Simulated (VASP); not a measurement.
Here is a VASP 6.6.1 calculation.

File INCAR:

```
PREC = Accurate
ENCUT = 500
EDIFF = 1E-6
ISMEAR = -1
SIGMA = 0.05
LREAL = False
LASPH = True
NELM = 120
ALGO = Normal
ISIF = 2
LWAVE = False
LCHARG = False
GGA = PS
NBANDS = 10
GGA_COMPAT = False
```

File KPOINTS:

```
regular mesh
0
Gamma
  6 6 6
```

POSCAR

```
H
1.0
    0.0000000000      2.8553200000      2.8553200000
    2.8553200000      0.0000000000      2.8553200000
    2.8553200000      2.8553200000      0.0000000000
H
4
Direct
    0.3767900000      0.3767900000      0.3767900000
    0.8696400000      0.3767900000      0.3767900000
    0.3767900000      0.3767900000      0.8696400000
    0.3767900000      0.8696400000      0.3767900000
```

Potentials or basis: VASP PAW PBE potentials, release 64 (H).

The run is started by

```bash
$ cat potpaw_PBE.64/H/POTCAR > POTCAR
$ mpirun -np 1 vasp_std > vasp.out
```

(1) Estimate the band gap on the k mesh.

(2) What does it give for the largest force?

Answers

(1) zero (band 2 reaches -0.87 eV, above the bottom of band 3 at -2.66 eV).

(2) 0.019 eV/Å.

Caveat: the PAW data sets were made with another functional, which shifts forces and pressure a little.
